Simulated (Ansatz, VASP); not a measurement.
# One calculation of MgO, two programs

```
Mg O
1.0
     0.00000    2.10746    2.10746
     2.10746    0.00000    2.10746
     2.10746    2.10746    0.00000
Mg O
1 1
Direct
  0.00000 0.00000 0.00000
  0.50000 0.50000 0.50000
```

Alike in both runs: task single point; functional PBEsol; k mesh 10 × 10 × 10; occupations gaussian, width 0.02 eV; no spin polarisation.

|  | VASP | Ansatz |
| --- | --- | --- |
| version | VASP 6.6.1 | Ansatz 0.2.0 |
| potentials or method | VASP PAW PBE potentials, release 64 (Mg, O), cutoff 520 eV | scalar-relativistic, plane waves, PAW |
| valence electrons in the cell | 8 | 16 |

Ansatz gave:

```
gap on the k mesh at the Fermi level (eV) : 4.62
least direct gap on the mesh (eV)         : 4.62
pressure (GPa)                            : 0.0
```

Problem. Which values does VASP return?

Solution. gap on the k mesh at the Fermi level (eV): 4.61; least direct gap on the mesh (eV): 4.61; pressure (GPa): -0.6.

VASP's potentials were made for PBE, not for PBEsol, and Ansatz warns of the same on its side. The functional is the same, so the differences come from potentials, cutoffs and numerics. VASP's potentials hold 8 valence electrons a cell and Ansatz's 16, so a difference there can come from the potentials and not from the codes.
